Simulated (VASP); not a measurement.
# TiO: relaxation of cell and atoms with r2SCAN

The system is TiO.

```
CELL_PARAMETERS angstrom
2.80166 0.00000 0.00000
-1.40083 2.42631 0.00000
0.00000 0.00000 2.82210
ATOMIC_POSITIONS crystal
Ti 0.66667 0.33333 0.00000
O 0.00000 0.00000 0.50000
```

| Quantity | Value |
| --- | --- |
| Program | VASP 6.6.1 |
| Task | relaxation of cell and atoms |
| Functional | r2SCAN |
| Potentials or basis | VASP PAW PBE potentials, release 64 (Ti_sv, O) |
| Cutoff | 600 eV |
| k mesh | 18 × 18 × 14 |
| Occupations | gaussian, width 0.1 eV |
| Spin | no spin polarisation |
| Dipole correction | no |
| Further INCAR settings | ALGO = Normal; EDIFF = 1e-06; IBRION = 2; EDIFFG = -0.005; NSW = 100; ISIF = 3 |

```json
{
  "Relaxed volume": "9.65 Å³/atom",
  "Relaxed cell": "a = 2.809 Å, b = 2.809 Å, c = 2.826 Å, α = 90.00°, β = 90.00°, γ = 120.00°",
  "Space group after relaxing (to 0.1 Å)": "P-6m2 (No. 187)",
  "Energy gained by relaxing": "0.3 meV/atom",
  "Ionic steps": "8",
  "Pressure after relaxing": "-0.1 GPa",
  "Band gap on the k mesh": "zero (bands 9 and 10 overlap by 0.03 eV)"
}
```

Step by step:
```
step  energy change (eV)  largest force (eV/Å)  pressure (GPa)  volume (Å³)
   1              0.0000                0.0000            1.59        19.18
   2              0.0003                0.0000           -1.86        19.45
   3             -0.0006                0.0000            0.00        19.30
   4             -0.0006                0.0000            0.07        19.31
   5             -0.0004                0.0000           -0.95        19.38
   6             -0.0006                0.0000           -0.11        19.31
   7             -0.0006                0.0000           -0.07        19.31
   8             -0.0006                0.0000           -0.06        19.31
```

Final structure:
```cif
data_structure
_symmetry_space_group_name_H-M 'P 1'
_symmetry_Int_Tables_number 1
_cell_length_a 2.8089
_cell_length_b 2.8089
_cell_length_c 2.8259
_cell_angle_alpha 90.000
_cell_angle_beta 90.000
_cell_angle_gamma 120.000
_cell_volume 19.31
loop_
_atom_site_label
_atom_site_type_symbol
_atom_site_fract_x
_atom_site_fract_y
_atom_site_fract_z
_atom_site_occupancy
Ti1 Ti 0.66667 0.33333 0.00000 1
O1 O 0.00000 0.00000 0.50000 1
```

Levels at points of the mesh, in eV from the Fermi level:
| k point | band 5 | band 6 | band 7 | band 8 | band 9 | band 10 | band 11 | band 12 | band 13 |
| --- | --- | --- | --- | --- | --- | --- | --- | --- | --- |
| (0.00, 0.00, 0.00) | -23.27 | -6.02 | -6.02 | -5.85 | -3.14 | 1.67 | 1.67 | 1.92 | 2.33 |
| (0.50, 0.00, 0.00) | -22.00 | -9.39 | -6.91 | -5.79 | -2.59 | 1.83 | 1.99 | 2.99 | 3.02 |
| (0.00, 0.00, 0.50) | -22.04 | -9.73 | -5.66 | -5.66 | 0.01 | 0.01 | 0.59 | 2.15 | 2.15 |
| (0.50, 0.00, 0.50) | -22.13 | -8.41 | -8.30 | -6.99 | -0.96 | 1.99 | 2.94 | 2.99 | 3.79 |

It took 9.4 min on 1 thread of Intel(R) Xeon(R) 6975P-C (Granite Rapids) (shared host), peak memory 0.24 GiB.

Caveat: the PAW data sets were made with another functional, which shifts forces and pressure a little; semilocal functionals often make such compounds metallic where correlation or magnetic order opens a gap, which also shifts bond lengths. Zero-point motion and thermal expansion aren't in these numbers.
